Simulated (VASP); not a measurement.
# SiC (P1) in VASP: single point with r2SCAN

Aim: the single point of SiC with r2SCAN.

All numbers are computed with VASP 6.6.1; they aren't measurements. Logs are shortened: lines on timing, memory, paths and dates and some standing lists are left out, and cuts for length are marked.

## 1. The cell of the first run

The typed cell holds 16 atoms: a = 6.151 Å, b = 6.151 Å, c = 5.048 Å, α = 90.00°, β = 90.00°, γ = 120.00°.

## 2. Single point, r2SCAN

POSCAR

```
SiC
1.0
    6.1507125031      0.0000000001      0.0000000000
   -3.0753562516      5.3266732790      0.0000000000
    0.0000000000      0.0000000000      5.0481081077
Si C
8 8
Direct
    0.1483153596      0.3195822065      0.0062213406
    0.3252504635      0.1686754477      0.4971799229
    0.1831537011      0.8286674945     -0.0148360531
    0.3439893580      0.6656616267      0.4964467770
    0.6465763856      0.3286820701      0.0035664846
    0.8257194437      0.1780082896      0.5065654193
    0.6761775488      0.8262427165     -0.0007321555
    0.8571235609      0.6848948319      0.4990840026
    0.1592127734      0.3478657134      0.3958302709
    0.3282891299      0.1652956646      0.8834569119
    0.1873710921      0.8393319368      0.3858984313
    0.3480040520      0.6651027413      0.8640193330
    0.6628818318      0.3431828656      0.3743162705
    0.7838895766      0.1426714124      0.8679233698
    0.6823060254      0.8432285527      0.3642572546
    0.8333008278      0.6523520062      0.8751337938
```

INCAR.step1

```
ALGO = Normal ; EDIFF = 1E-4
ENCUT = 520 ; GGA = PE
ISMEAR = -1 ; LASPH = True
LCHARG = False ; LREAL = Auto
LWAVE = True ; NBANDS = 46
NELM = 100 ; PREC = Accurate
SIGMA = 0.086
```

INCAR.step2

```
ALGO = Normal ; EDIFF = 1E-6
ENCUT = 520 ; ISIF = 2
ISMEAR = -1 ; ISTART = 1
LASPH = True ; LCHARG = False
LMIXTAU = True ; LREAL = Auto
LWAVE = False ; METAGGA = R2SCAN
NBANDS = 46 ; NELM = 100
PREC = Accurate ; SIGMA = 0.086
```

KPOINTS

```
k-points
0
Gamma
  3 3 4
```

Potentials or basis: VASP PAW PBE potentials, release 64 (Si, C).

Launch:

```console
> cat potpaw_PBE.64/Si/POTCAR potpaw_PBE.64/C/POTCAR > POTCAR
> cp INCAR.step1 INCAR
> mpirun -np 1 vasp_std > vasp.out
> cp INCAR.step2 INCAR
> mpirun -np 1 vasp_std > vasp.out
```

OUTCAR:

```text
EDIFF = 1E-6
   ENCUT = 520
   ISIF = 2
   ISMEAR = -1
   ISTART = 1
   LASPH = True
   LREAL = Auto
   METAGGA = R2SCAN
   NELM = 100
   PREC = Accurate

 ion  position               nearest neighbor table
   1  0.148  0.320  0.006-  10 1.89   9 1.97  12 1.98  14 2.06   7 2.97   3 3.03   2 3.03   5 3.04
                             6 3.05   6 3.06   4 3.09   2 3.11   5 3.11   3 3.13
   2  0.325  0.169  0.497-  11 1.85  13 1.90   9 1.91  10 1.95   8 2.93   4 3.00   5 3.02   1 3.03
                             6 3.05   3 3.06   5 3.08   6 3.10   1 3.11
   3  0.183  0.829  0.985-  12 1.85  10 1.87  16 1.94  11 2.02   5 2.97   8 3.01   4 3.01   1 3.03
                             7 3.04   2 3.06   4 3.10   7 3.11   8 3.12   1 3.13
   4  0.344  0.666  0.496-   9 1.77  11 1.85  12 1.86  15 1.92   2 3.00   3 3.01   8 3.06   6 3.06
                             7 3.07   1 3.09   7 3.09   6 3.10   8 3.10   3 3.10
   5  0.647  0.329  0.004-  10 1.80  16 1.85  14 1.86  13 1.87   3 2.97   7 2.97   2 3.02   1 3.04
                             6 3.06   2 3.08   6 3.09   1 3.11   8 3.15
   6  0.826  0.178  0.507-  14 1.84   9 1.86  13 1.87  15 1.93   8 3.03   2 3.05   1 3.05   1 3.06
                             4 3.06   5 3.06   5 3.09   4 3.10   2 3.10   7 3.12   8 3.13
   7  0.676  0.826  0.999-  14 1.84  15 1.84  16 1.87  12 1.88   1 2.97   5 2.97   3 3.04   8 3.05
                             8 3.06   4 3.07   4 3.09   3 3.11   6 3.12
   8  0.857  0.685  0.499-  11 1.85  15 1.90  16 1.91  13 1.93   2 2.93   3 3.01   6 3.03   7 3.05
                             4 3.06   7 3.06   4 3.10   3 3.12   6 3.13   5 3.15
   9  0.159  0.348  0.396-   4 1.77   6 1.86   2 1.91   1 1.97
  10  0.328  0.165  0.883-   5 1.80   3 1.87   1 1.89   2 1.95
  11  0.187  0.839  0.386-   4 1.85   2 1.85   8 1.85   3 2.02
  12  0.348  0.665  0.864-   3 1.85   4 1.86   7 1.88   1 1.98
  13  0.663  0.343  0.374-   6 1.87   5 1.87   2 1.90   8 1.93
  14  0.784  0.143  0.868-   7 1.84   6 1.84   5 1.86   1 2.06
  15  0.682  0.843  0.364-   7 1.84   8 1.90   4 1.92   6 1.93
  16  0.833  0.652  0.875-   5 1.85   7 1.87   8 1.91   3 1.94

  LATTYP: Found a hexagonal cell.
 ALAT       =     6.1507125031
 C/A-ratio  =     0.8207355010

  Lattice vectors:

 A1 = (   6.1507125031,   0.0000000001,   0.0000000000)
 A2 = (  -3.0753562516,   5.3266732790,   0.0000000000)
 A3 = (   0.0000000000,   0.0000000000,   5.0481081077)

Analysis of symmetry for initial positions (statically):
=====================================================================
 Subroutine PRICEL returns:
 Original cell was already a primitive cell.

 Routine SETGRP: Setting up the symmetry group for a
 hexagonal supercell.

 Subroutine GETGRP returns: Found  1 space group operations
 (whereof  1 operations were pure point group operations)
 out of a pool of 24 trial point group operations.

The static configuration has the point symmetry C_1 .

Analysis of symmetry for dynamics (positions and initial velocities):
=====================================================================
 Subroutine PRICEL returns:
 Original cell was already a primitive cell.

 Routine SETGRP: Setting up the symmetry group for a
 hexagonal supercell.

 Subroutine GETGRP returns: Found  1 space group operations
 (whereof  1 operations were pure point group operations)
 out of a pool of 24 trial point group operations.

The dynamic configuration has the point symmetry C_1 .

 Subroutine INISYM returns: Found  1 space group operations
 (whereof  1 operations are pure point group operations),
 and found     1 'primitive' translations

----------------------------------------------------------------------------------------

                                     Primitive cell

  volume of cell :     165.3903

  direct lattice vectors                    reciprocal lattice vectors
     6.150712503  0.000000000  0.000000000     0.162582790  0.093867218  0.000000000
    -3.075356252  5.326673279  0.000000000    -0.000000000  0.187734435  0.000000000
     0.000000000  0.000000000  5.048108108     0.000000000  0.000000000  0.198094014

  length of vectors
     6.150712503  6.150712503  5.048108108     0.187734435  0.187734435  0.198094014

  position of ions in fractional coordinates (direct lattice)
     0.148315360  0.319582207  0.006221341
     0.325250463  0.168675448  0.497179923
     0.183153701  0.828667495  0.985163947
     0.343989358  0.665661627  0.496446777
     0.646576386  0.328682070  0.003566485
     0.825719444  0.178008290  0.506565419
[... 8 lines left out ...]
     0.682306025  0.843228553  0.364257255
     0.833300828  0.652352006  0.875133794

  ion indices of the primitive-cell ions
   primitive index   ion index
                 1           1
                 2           2
                 3           3
                 4           4
                 5           5
                 6           6
[... 8 lines left out ...]
                15          15
                16          16

----------------------------------------------------------------------------------------

 KPOINTS: k-points

Automatic generation of k-mesh.
 Grid dimensions read from file:
 generate k-points for:    3    3    4

 Generating k-lattice:

  Cartesian coordinates                     Fractional coordinates (reciprocal lattice)
     0.054194263  0.031289073  0.000000000     0.333333333  0.000000000  0.000000000
    -0.000000000  0.062578145  0.000000000     0.000000000  0.333333333  0.000000000
     0.000000000  0.000000000  0.049523504     0.000000000  0.000000000  0.250000000

  Length of vectors
     0.062578145  0.062578145  0.049523504

  Shift w.r.t. Gamma in fractional coordinates (k-lattice)
     0.000000000  0.000000000  0.000000000

 Subroutine IBZKPT returns following result:
 ===========================================

 Found     19 irreducible k-points:

 Following reciprocal coordinates:
            Coordinates               Weight
  0.000000  0.000000  0.000000      1.000000
  0.333333  0.000000  0.000000      2.000000
 -0.000000  0.333333  0.000000      2.000000
 -0.333333  0.333333  0.000000      2.000000
  0.333333  0.333333  0.000000      2.000000
  0.000000  0.000000  0.250000      2.000000
[... 11 lines left out ...]
 -0.333333  0.333333  0.500000      2.000000
  0.333333  0.333333  0.500000      2.000000
   k-points           NKPTS =     19   k-points in BZ     NKDIM =     19   number of bands    NBANDS=     46
   number of dos      NEDOS =    301   number of ions     NIONS =     16
   total plane-waves  NPLWV =  92160
   dimension x,y,z NGX =    48 NGY =   48 NGZ =   40
   dimension x,y,z NGXF=    96 NGYF=   96 NGZF=   80
   ions per type =               8   8
   NGX,Y,Z   is equivalent  to a cutoff of  12.97, 12.97, 13.17 a.u.
   NGXF,Y,Z  is equivalent  to a cutoff of  25.95, 25.95, 26.35 a.u.
 SYSTEM =  unknown system
   PREC   = accura    normal or accurate (medium, high low for compatibility)
   ISTART =      1    job   : 0-new  1-cont  2-samecut
   ICHARG =      0    charge: 1-file 2-atom 10-const
   ISPIN  =      1    spin polarized calculation?
   LNONCOLLINEAR =      F non collinear calculations
   LSORBIT =      F    spin-orbit coupling
   LASPH  =      T    aspherical Exc in radial PAW
   ENCUT  =  520.0 eV  38.22 Ry    6.18 a.u.  11.44 11.44  9.39*2*pi/ulx,y,z
   NELM   =    100;   NELMIN=  2; NELMDL=  0     # of ELM steps
   EDIFF  = 0.1E-05   stopping-criterion for ELM
   LREAL  =      T    real-space projection
   EDIFFG = 0.1E-04   stopping-criterion for IOM
   NSW    =      0    number of steps for IOM
   IBRION =     -1    ionic relax: 0-MD 1-quasi-New 2-CG
   NFREE  =      0    steps in history (QN), initial steepest desc. (CG)
   ISIF   =      2    stress and relaxation
   ISYM   =      2    0-nonsym 1-usesym 2-fastsym
   POTIM  = 0.5000    time-step for ionic-motion
   TEBEG  =    0.0;   TEEND  =   0.0 temperature during run
   PSTRESS=    0.0 pullay stress
   NELECT =      64.0000    total number of electrons
   NUPDOWN=      -1.0000    fix difference up-down
   EMIN   =  10.00;   EMAX   =-10.00  energy-range for DOS
   EFERMI =   0.00;   METHOD = LEGACY
   ISMEAR =    -1;   SIGMA  =   0.09  broadening in eV -4-tet -1-fermi 0-gaus
   EFERMI_NEDOS =   21; number of points for ismear=-14 and -15
   IALGO  =     38    algorithm
   IMIX   =      4    mixing-type and parameters
     AMIX     =   0.40;   BMIX     =  1.00
     AMIX_MAG =   1.60;   BMIX_MAG =  1.00
  volume/ion in A,a.u.               =      10.34        69.76
  Fermi-wavevector in a.u.,A,eV,Ry     =   1.192975  2.254396 19.363676  1.423190
  Thomas-Fermi vector in A             =   2.329001
   LORBIT       =      0    0 simple, 1 ext, 2 COOP (PROOUT), +10 PAW based schemes
   METAGGA = R2SCAN    functional components
   LHFCALC =     F    Hartree Fock is set to
   AEXX    =    0.0000 exact exchange contribution
   IVDW    =     0    specifies the selected vdW correction
   LEPSILON=     F    determine dielectric tensor
   LRPA    =     F    only Hartree local field effects (RPA)
 non-spin polarized calculation
  energy-cutoff  :      520.00
  volume of cell :      165.39
 maximum number of plane-waves:      4482
 NGX is ok and might be reduce to    48
   NGX = 23   NGY = 23   NGZ = 19

 number of electron      64.0000001 magnetization

 Free energy of the ion-electron system (eV)
  ---------------------------------------------------
  ext. energy  EPLUGINS =         0.00000000
  ---------------------------------------------------
  free energy    TOTEN  =      -153.11093953 eV

  energy without entropy =     -153.11093940  energy(sigma->0) =     -153.11093947

 E-fermi :   9.5200     XC(G=0): -11.9358

 val. band max:        8.2847731026   @ k =   0.0000   0.0000   0.0000
 cond. band min:      10.7837327692   @ k =   0.3333   0.3333   0.0000
 fundamental gap:      2.4989596665
 Fermi energy:         9.5199653151

 k-point     1 :       0.0000    0.0000    0.0000
  band No.  band energies     occupation
      1      -8.2244      2.00000
      2      -4.9342      2.00000
      3      -4.8535      2.00000
      4      -4.7550      2.00000
      5      -4.5457      2.00000
      6      -3.5092      2.00000
[... 36 lines left out ...]
     43      15.2066      0.00000
     44      15.6033      0.00000
[... 804 lines left out ...]
      3      -5.6239      2.00000
      4      -5.5279      2.00000
      5      -5.4100      2.00000
      6      -5.3119      2.00000
[... 36 lines left out ...]
     43      15.7983      0.00000
     44      15.8709      0.00000
 [bands above 44 left out]

------------------------ aborting loop because EDIFF is reached ----------------------------------------

  FORCE on cell =-STRESS in cart. coord.  units (eV):
  Direction    XX          YY          ZZ          XY          YZ          ZX
  --------------------------------------------------------------------------------------
  -------------------------------------------------------------------------------------
  Total       -0.6725431      3.5591612      0.6518974     -0.6240050      0.2597657      0.2918227
  in kB       -6.5150924     34.4784797      6.3150922     -6.0448914      2.5164150      2.8269595
  external PRESSURE =      11.4261599 kB  Pullay stress =       0.0000000 kB

 VOLUME and BASIS-vectors are now :
 -----------------------------------------------------------------------------
  energy-cutoff  :      520.00
  volume of cell :      165.39
      direct lattice vectors                 reciprocal lattice vectors
     6.150712503  0.000000000  0.000000000     0.162582790  0.093867218  0.000000000
    -3.075356252  5.326673279  0.000000000    -0.000000000  0.187734435  0.000000000
     0.000000000  0.000000000  5.048108108     0.000000000  0.000000000  0.198094014

 POSITION                                       TOTAL-FORCE (eV/Angst)
 -----------------------------------------------------------------------------------
     -0.07058      1.70231      0.03141        -0.582529      0.917028     -0.515467
      1.48178      0.89848      2.50982         0.789987      0.950058      0.757222
     -1.42192      4.41404      4.97321        -1.176691     -0.286624      1.366100
      0.06863      3.54576      2.50612         0.603384      1.864405      0.397485
      2.96609      1.75078      0.01800         1.455878      0.240105      0.288895
      4.53132      0.94819      2.55720        -0.240546     -0.997512     -0.912176
[... 8 lines left out ...]
      1.60344      4.49160      1.83881        -0.079277     -0.076749      1.220591
      3.11918      3.47487      4.41777         0.686925      1.622219     -0.266872
 -----------------------------------------------------------------------------------
    total drift:                                0.019667     -0.002698      0.001618

  FREE ENERGIE OF THE ION-ELECTRON SYSTEM (eV)
  ---------------------------------------------------
  free  energy   TOTEN  =      -153.1109395297 eV

  energy  without entropy=     -153.1109394022  energy(sigma->0) =     -153.11093947
```

Wall time 18 min (1 thread of Intel Xeon 8259CL, shared host); peak memory 0.34 GiB.

What came out:

| Item | Value |
| --- | --- |
| Free energy | -153.1109 eV |
| Pressure | 1.1 GPa |
| Largest force | 3.633 eV/Å |
| Band gap on the k mesh | 2.50 eV |

Forces on the atoms (eV/Å):
```
Si  -0.583  0.917 -0.515
Si   0.790  0.950  0.757
Si  -1.177 -0.287  1.366
Si   0.603  1.864  0.397
Si   1.456  0.240  0.289
Si  -0.241 -0.998 -0.912
Si  -0.832 -0.215 -0.388
Si  -1.266 -1.555 -0.181
C    0.799 -2.362 -2.030
C   -1.630 -0.696 -0.852
C   -0.821  0.053 -1.583
C   -0.614 -1.416  1.415
C   -0.108  0.213  0.250
C    3.015  1.745  1.033
C   -0.079 -0.077  1.221
C    0.687  1.622 -0.267
```

Levels at points of the mesh, in eV from the valence-band top:
```
           k point  band 30  band 31  band 32  band 33  band 34  band 35
(0.00, 0.00, 0.00)    -0.26    -0.16     0.00     3.00     3.02     3.14
(0.00, 0.00, 0.50)    -0.95    -0.84    -0.63     3.31     3.34     3.48
```

Caveat: the atoms stand as in a frame of molecular dynamics; the PAW data sets were made with another functional, which shifts forces and pressure a little; an odd mesh through Γ misses points on the zone boundary, where band edges can lie.
